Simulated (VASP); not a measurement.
Write the native input for VASP 6.6.1 that does the following.

| Item | Value |
| --- | --- |
| Task | single point |
| Functional | r2SCAN |
| Potentials or basis | VASP PAW PBE potentials, release 64 (Be, C) |
| Cutoff | 660 eV |
| k mesh | 10 × 10 × 10 |
| Occupations | gaussian, width 0.01 eV |
| Spin | no spin polarisation |
| Dipole correction | no |
| Further INCAR settings | ALGO = Normal; EDIFF = 1e-06; NBANDS = 11 |

Crystal: Be2C.

```
Be C
1.0
     2.15360    2.15360    0.00000
    -2.15360    2.15360    0.00000
     0.00000    2.15360    2.15360
Be C
2 1
Direct
  0.25000 0.75000 0.50000
  0.75000 0.25000 0.50000
  0.00000 0.00000 0.00000
```

The input as run:

POSCAR

```
Be2C
1.0
    2.1536007296      2.1536007296      0.0000000000
   -2.1536007296      2.1536007296      0.0000000000
    0.0000000000      2.1536007296      2.1536007296
Be C
2 1
Direct
    0.2500000000      0.7500000000      0.5000000000
    0.7500000000      0.2500000000      0.5000000000
    0.0000000000      0.0000000000      0.0000000000
```

INCAR.step1

```
  ALGO = Normal
  EDIFF = 1E-5
  ENCUT = 660
  GGA = PE
  GGA_COMPAT = False
  ISMEAR = 0
  LASPH = True
  LCHARG = False
  LREAL = False
  LWAVE = True
  NBANDS = 11
  NELM = 120
  PREC = Accurate
  SIGMA = 0.01
```

INCAR.step2

```
  ALGO = Normal
  EDIFF = 1E-6
  ENCUT = 660
  GGA_COMPAT = False
  ISIF = 2
  ISMEAR = 0
  ISTART = 1
  LASPH = True
  LCHARG = True
  LELF = True
  LMIXTAU = True
  LREAL = False
  LVHAR = True
  LWAVE = False
  METAGGA = R2SCAN
  NBANDS = 11
  NELM = 120
  PREC = Accurate
  SIGMA = 0.01
```

KPOINTS

```
k-points
0
Gamma
  10 10 10
```

Potentials or basis: VASP PAW PBE potentials, release 64 (Be, C).

Launch:

```bash
$ cat potpaw_PBE.64/Be/POTCAR potpaw_PBE.64/C/POTCAR > POTCAR
$ cp INCAR.step1 INCAR
$ mpirun -np 1 vasp_std > vasp.out
$ cp INCAR.step2 INCAR
$ mpirun -np 1 vasp_std > vasp.out
```

Results of the run:

| Item | Value |
| --- | --- |
| Pressure | 2.8 GPa |
| Band gap on the k mesh | 1.53 eV (least direct gap 4.65 eV) |

Caveat: the PAW data sets were made with another functional, which shifts forces and pressure a little.

It took 2 min on 1 thread of Intel Xeon 8259CL, on a shared host, peak memory 0.16 GiB.
